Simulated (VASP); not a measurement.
Set up this calculation in VASP 6.6.1, as the native input.

| Quantity | Value |
| --- | --- |
| Task | single point |
| Functional | BLYP |
| Dispersion | D3(BJ) |
| Potentials or basis | VASP PAW PBE potentials, release 64 (Sb) |
| Cutoff | 520 eV |
| k mesh | 8 × 8 × 8 |
| Occupations | fermi-dirac, width 0.05 eV |
| Spin | no spin polarisation |
| Dipole correction | no |
| Further INCAR settings | ALGO = Normal; EDIFF = 1e-06; NBANDS = 12 |

The structure of Sb lies in POSCAR:

```
Sb
1.0
    2.1673117881      1.2512980443      3.7219758592
   -2.1673117881      1.2512980443      3.7219758592
    0.0000000000     -2.5025960885      3.7219758592
Sb
2
Direct
    0.7653144801      0.7653144801      0.7653144801
    0.2346855199      0.2346855199      0.2346855199
```

These files were run (other wordings do the same):

INCAR

```
AGGAC = 1.0
AGGAX = 1.0
ALDAC = 0.0
ALDAX = 1.0
ALGO = Normal
EDIFF = 1E-6
ENCUT = 520
GGA = B5
ISIF = 2
ISMEAR = -1
IVDW = 12
LASPH = T
LCHARG = F
LREAL = F
LWAVE = F
NBANDS = 12
NELM = 80
PREC = Accurate
SIGMA = 0.05
VDW_A1 = 0.4298
VDW_A2 = 4.2359
VDW_S6 = 1.0
VDW_S8 = 2.6996
```

KPOINTS

```
k-points
0
Gamma
  8 8 8
```

Potentials or basis: VASP PAW PBE potentials, release 64 (Sb).

Run with:

```sh
$ cat potpaw_PBE.64/Sb/POTCAR > POTCAR
$ mpirun -np 1 vasp_std > vasp.out
```

Results of the run:

```yaml
Pressure: 0.4 GPa
Largest_force: 0.068 eV/Å
Band_gap_on_the_k_mesh: zero (band 5 reaches 7.82 eV, above the bottom of band 6 at 7.58 eV)
Dispersion_energy_per_atom: -1.108 eV
```

Caveat: the PAW data sets were made with another functional, which shifts forces and pressure a little; spin-orbit coupling is left out, which moves the levels of the heavy elements; pairwise dispersion overbinds metals, which lowers pressure and volume.

It took 25 s on 1 thread of Intel(R) Xeon(R) 6975P-C (Granite Rapids), on a shared host, peak memory 0.22 GiB.
